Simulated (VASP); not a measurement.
# Ag (I4/mmm) in VASP: single point with PBEsol

Aim: the single point of Ag with PBEsol.

All numbers are computed with VASP 6.6.1; they aren't measurements. Logs are shortened: lines on timing, memory, paths and dates and some standing lists are left out, and cuts for length are marked.

### 1 The cell of the first run

The structure is tetragonal, space group I4/mmm (No. 139). Conventional cell: a = 3.225 Å, b = 3.225 Å, c = 3.064 Å, α = 90.00°, β = 90.00°, γ = 90.00°. Ag (site symmetry 4/mmm) has 14 Ag at 2.75 to 3.23 Å within 3.6 Å.

### 2 Single point, PBEsol (strain -0.0500 x Voigt [0, 1, 0, 0, 0, 0])

Contents of INCAR:

```
SYSTEM = Ag
PREC = Accurate ; ENCUT = 520
EDIFF = 1E-7 ; ISMEAR = 0
SIGMA = 0.15 ; LREAL = .False.
LASPH = .True. ; NELM = 80
ALGO = Fast ; ISIF = 2
LWAVE = .False. ; LCHARG = .False.
GGA = PS ; NBANDS = 12
```

Contents of KPOINTS:

```
Automatic mesh
0
Gamma
  26 26 26
  0 0 0
```

Contents of POSCAR:

```
Ag
1.0
   -1.6125573276      1.5319294612      1.6125573276
    1.6125573276     -1.5319294612      1.6125573276
    1.6125573276      1.5319294612     -1.6125573276
Ag
1
Direct
    0.0000000000      0.0000000000      0.0000000000
```

Potentials or basis: VASP PAW PBE potentials, release 64 (Ag).

Run with:

```console
> cat potpaw_PBE.64/Ag/POTCAR > POTCAR
> mpirun -np 1 vasp_std > vasp.out
```

OUTCAR:

```text
SYSTEM = Ag
   PREC = Accurate
   ENCUT = 520
   EDIFF = 1E-7
   ISMEAR = 0
   LREAL = .False.
   LASPH = .True.
   NELM = 80
   ISIF = 2
   GGA = PS

 ion  position               nearest neighbor table
   1  0.000  0.000  0.000-

  LATTYP: Found a body centered tetragonal cell.
 ALAT       =     3.2251146552
 C/A-ratio  =     0.9500000000

  Lattice vectors:

 A1 = (  -1.6125573276,  -1.5319294612,   1.6125573276)
 A2 = (   1.6125573276,  -1.5319294612,  -1.6125573276)
 A3 = (   1.6125573276,   1.5319294612,   1.6125573276)

Analysis of symmetry for initial positions (statically):
=====================================================================
 Subroutine PRICEL returns:
 Original cell was already a primitive cell.

 Routine SETGRP: Setting up the symmetry group for a
 body centered tetragonal supercell.

 Subroutine GETGRP returns: Found 16 space group operations
 (whereof 16 operations were pure point group operations)
 out of a pool of 16 trial point group operations.

The static configuration has the point symmetry D_4h.

Analysis of symmetry for dynamics (positions and initial velocities):
=====================================================================
 Subroutine PRICEL returns:
 Original cell was already a primitive cell.

 Routine SETGRP: Setting up the symmetry group for a
 body centered tetragonal supercell.

 Subroutine GETGRP returns: Found 16 space group operations
 (whereof 16 operations were pure point group operations)
 out of a pool of 16 trial point group operations.

The dynamic configuration has the point symmetry D_4h.

 Subroutine INISYM returns: Found 16 space group operations
 (whereof 16 operations are pure point group operations),
 and found     1 'primitive' translations

----------------------------------------------------------------------------------------

                                     Primitive cell

  volume of cell :      15.9342

  direct lattice vectors                    reciprocal lattice vectors
    -1.612557328  1.531929461  1.612557328     0.000000000  0.326385785  0.310066496
     1.612557328 -1.531929461  1.612557328     0.310066496  0.000000000  0.310066496
     1.612557328  1.531929461 -1.612557328     0.310066496  0.326385785  0.000000000

  length of vectors
     2.747269580  2.747269580  2.747269580     0.450187642  0.438500244  0.450187642

  position of ions in fractional coordinates (direct lattice)
     0.000000000  0.000000000  0.000000000

  ion indices of the primitive-cell ions
   primitive index   ion index
                 1           1

----------------------------------------------------------------------------------------

 KPOINTS: Automatic mesh

Automatic generation of k-mesh.
 Grid dimensions read from file:
 generate k-points for:   26   26   26

 Generating k-lattice:

  Cartesian coordinates                     Fractional coordinates (reciprocal lattice)
     0.000000000  0.012553299  0.011925634     0.038461538  0.000000000  0.000000000
     0.011925634  0.000000000  0.011925634     0.000000000  0.038461538  0.000000000
     0.011925634  0.012553299  0.000000000     0.000000000  0.000000000  0.038461538

  Length of vectors
     0.017314909  0.016865394  0.017314909

  Shift w.r.t. Gamma in fractional coordinates (k-lattice)
     0.000000000  0.000000000  0.000000000

 Subroutine IBZKPT returns following result:
 ===========================================

 Found   1330 irreducible k-points:

 Following reciprocal coordinates:
            Coordinates               Weight
  0.000000  0.000000  0.000000      1.000000
  0.038462  0.000000  0.000000      8.000000
  0.076923  0.000000  0.000000      8.000000
  0.115385  0.000000  0.000000      8.000000
  0.153846  0.000000 -0.000000      8.000000
  0.192308  0.000000  0.000000      8.000000
[... 16 lines left out ...]
  0.307692  0.038462  0.000000     16.000000
  0.346154  0.038462  0.000000     16.000000
 [... further k-points ...]
   k-points           NKPTS =   1330   k-points in BZ     NKDIM =   1330   number of bands    NBANDS=     12
   number of dos      NEDOS =    301   number of ions     NIONS =      1
   total plane-waves  NPLWV =   8000
   dimension x,y,z NGX =    20 NGY =   20 NGZ =   20
   dimension x,y,z NGXF=    40 NGYF=   40 NGZF=   40
   ions per type =               1
   NGX,Y,Z   is equivalent  to a cutoff of  12.10, 12.10, 12.10 a.u.
   NGXF,Y,Z  is equivalent  to a cutoff of  24.21, 24.21, 24.21 a.u.
 SYSTEM =  Ag
   PREC   = accura    normal or accurate (medium, high low for compatibility)
   ISTART =      0    job   : 0-new  1-cont  2-samecut
   ICHARG =      2    charge: 1-file 2-atom 10-const
   ISPIN  =      1    spin polarized calculation?
   LNONCOLLINEAR =      F non collinear calculations
   LSORBIT =      F    spin-orbit coupling
   LASPH  =      T    aspherical Exc in radial PAW
   ENCUT  =  520.0 eV  38.22 Ry    6.18 a.u.   5.11  5.11  5.11*2*pi/ulx,y,z
   NELM   =     80;   NELMIN=  2; NELMDL= -5     # of ELM steps
   EDIFF  = 0.1E-06   stopping-criterion for ELM
   LREAL  =      F    real-space projection
   EDIFFG = 0.1E-05   stopping-criterion for IOM
   NSW    =      0    number of steps for IOM
   IBRION =     -1    ionic relax: 0-MD 1-quasi-New 2-CG
   NFREE  =      0    steps in history (QN), initial steepest desc. (CG)
   ISIF   =      2    stress and relaxation
   ISYM   =      2    0-nonsym 1-usesym 2-fastsym
   POTIM  = 0.5000    time-step for ionic-motion
   TEBEG  =    0.0;   TEEND  =   0.0 temperature during run
   PSTRESS=    0.0 pullay stress
   NELECT =      11.0000    total number of electrons
   NUPDOWN=      -1.0000    fix difference up-down
   EMIN   =  10.00;   EMAX   =-10.00  energy-range for DOS
   EFERMI =   0.00;   METHOD = LEGACY
   ISMEAR =     0;   SIGMA  =   0.15  broadening in eV -4-tet -1-fermi 0-gaus
   EFERMI_NEDOS =   21; number of points for ismear=-14 and -15
   IALGO  =     68    algorithm
   IMIX   =      4    mixing-type and parameters
     AMIX     =   0.40;   BMIX     =  1.00
     AMIX_MAG =   1.60;   BMIX_MAG =  1.00
  volume/ion in A,a.u.               =      15.93       107.53
  Fermi-wavevector in a.u.,A,eV,Ry     =   1.446870  2.734187 28.482863  2.093431
  Thomas-Fermi vector in A             =   2.564889
   LORBIT       =      0    0 simple, 1 ext, 2 COOP (PROOUT), +10 PAW based schemes
   GGA     = PS    functional components
   LHFCALC =     F    Hartree Fock is set to
   AEXX    =    0.0000 exact exchange contribution
   IVDW    =     0    specifies the selected vdW correction
   LEPSILON=     F    determine dielectric tensor
   LRPA    =     F    only Hartree local field effects (RPA)
 non-spin polarized calculation
 RMM-DIIS sequential band-by-band and
 Gauss-broadening in eV      SIGMA  =   0.15
  energy-cutoff  :      520.00
  volume of cell :       15.93
 maximum number of plane-waves:       444
   NGX = 11   NGY = 11   NGZ = 11

 number of electron      11.0000003 magnetization

 Free energy of the ion-electron system (eV)
  ---------------------------------------------------
  ext. energy  EPLUGINS =         0.00000000
  ---------------------------------------------------
  free energy    TOTEN  =        -3.25812538 eV

  energy without entropy =       -3.25429212  energy(sigma->0) =       -3.25620875

 E-fermi :   9.2218     XC(G=0): -12.8209

 val. band max:        9.2185530001   @ k =  -0.3462   0.3846   0.2308
 cond. band min:       9.2225068986   @ k =   0.5000   0.1154   0.0769
 fundamental gap:      0.0039538985
 Fermi energy:         9.2217567486

 k-point     1 :       0.0000    0.0000    0.0000
  band No.  band energies     occupation
      1       0.8706      2.00000
      2       3.8753      2.00000
      3       4.1539      2.00000
      4       4.1539      2.00000
      5       5.3786      2.00000
      6       5.6982      2.00000
      7      27.0534      0.00000
      8      27.0534      0.00000
      9      28.0631      0.00000
     10      34.2805      0.00000
     11      34.3280      0.00000
     12      34.5438      0.00000

 k-point     2 :       0.0385    0.0000    0.0000
  band No.  band energies     occupation
      1       0.9238      2.00000
      2       3.8841      2.00000
      3       4.1541      2.00000
      4       4.1619      2.00000
      5       5.3790      2.00000
      6       5.6848      2.00000
      7      27.0242      0.00000
      8      27.0985      0.00000
      9      27.9803      0.00000
     10      33.2939      0.00000
     11      33.9822      0.00000
     12      34.0392      0.00000

 k-point     3 :       0.0769    0.0000    0.0000
  band No.  band energies     occupation
      1       1.0808      2.00000
      2       3.8885      2.00000
      3       4.1544      2.00000
      4       4.2081      2.00000
      5       5.3802      2.00000
      6       5.6497      2.00000
      7      26.8909      0.00000
      8      27.2303      0.00000
      9      27.7173      0.00000
     10      32.3545      0.00000
     11      33.1505      0.00000
     12      33.1761      0.00000
[... 286 lines left out ...]
 k-point    23 :       0.3077    0.0385    0.0000
  band No.  band energies     occupation
      1       2.6034      2.00000
      2       3.3135      2.00000
      3       5.3696      2.00000
      4       5.4796      2.00000
      5       5.6954      2.00000
      6       6.1867      2.00000
      7      18.9929      0.00000
      8      23.7010      0.00000
      9      25.6726      0.00000
     10      29.3452      0.00000
     11      31.0020      0.00000
     12      34.8945      0.00000

 k-point    24 :       0.3462    0.0385    0.0000
  band No.  band energies     occupation
      1       2.5414      2.00000
      2       3.2248      2.00000
      3       5.4900      2.00000
      4       5.6205      2.00000
      5       5.9955      2.00000
      6       6.8454      2.00000
      7      17.4730      0.00000
      8      23.2118      0.00000
      9      24.9366      0.00000
     10      29.5702      0.00000
     11      31.0658      0.00000
     12      35.5673      0.00000

 [... further k-points ...]
[... 5 lines left out ...]
  --------------------------------------------------------------------------------------
  -------------------------------------------------------------------------------------
  Total        0.6626502      0.6253025      0.6626502     -0.0000000      0.0000000      0.0000000
  in kB       66.6293842     62.8740842     66.6293842     -0.0000000      0.0000000      0.0000000
  external PRESSURE =      65.3776176 kB  Pullay stress =       0.0000000 kB

 VOLUME and BASIS-vectors are now :
 -----------------------------------------------------------------------------
  energy-cutoff  :      520.00
  volume of cell :       15.93
      direct lattice vectors                 reciprocal lattice vectors
    -1.612557328  1.531929461  1.612557328     0.000000000  0.326385785  0.310066496
     1.612557328 -1.531929461  1.612557328     0.310066496  0.000000000  0.310066496
     1.612557328  1.531929461 -1.612557328     0.310066496  0.326385785  0.000000000

 POSITION                                       TOTAL-FORCE (eV/Angst)
 -----------------------------------------------------------------------------------
      0.00000      0.00000      0.00000        -0.000000     -0.000000     -0.000000
 -----------------------------------------------------------------------------------
    total drift:                                0.000000     -0.000000      0.000000

  FREE ENERGIE OF THE ION-ELECTRON SYSTEM (eV)
  ---------------------------------------------------
  free  energy   TOTEN  =        -3.2581253844 eV

  energy  without entropy=       -3.2542921203  energy(sigma->0) =       -3.25620875
```

Run time: 2.1 min. Hardware: 1 thread of Intel Xeon Platinum 8375C at 2.90GHz (Ice Lake), shared host; peak memory 0.33 GiB.

What came out:

* Free energy: -3.2581 eV
* Pressure: 6.5 GPa

Stress tensor (GPa, compression positive):
```
6.66 0.00 0.00
0.00 6.29 0.00
0.00 0.00 6.66
```

Levels at points of the mesh, in eV from the Fermi level:
| k point | band 3 | band 4 | band 5 | band 6 | band 7 | band 8 | band 9 | band 10 |
| --- | --- | --- | --- | --- | --- | --- | --- | --- |
| (0.00, 0.00, 0.00) | -5.07 | -5.07 | -3.84 | -3.52 | 17.83 | 17.83 | 18.84 | 25.06 |
| (0.50, 0.00, 0.00) | -3.71 | -3.38 | -2.51 | -0.19 | 4.75 | 13.28 | 14.66 | 20.63 |
| (0.00, 0.50, 0.00) | -3.95 | -3.61 | -2.55 | -0.52 | 4.21 | 14.09 | 15.94 | 21.52 |
| (0.50, 0.50, 0.50) | -2.82 | -2.82 | -2.74 | 6.53 | 6.53 | 8.12 | 13.33 | 13.68 |

Caveat: the cell differs from its parent crystal (strain -0.0500 x Voigt [0, 1, 0, 0, 0, 0]); the PAW data sets were made with another functional, which shifts forces and pressure a little.
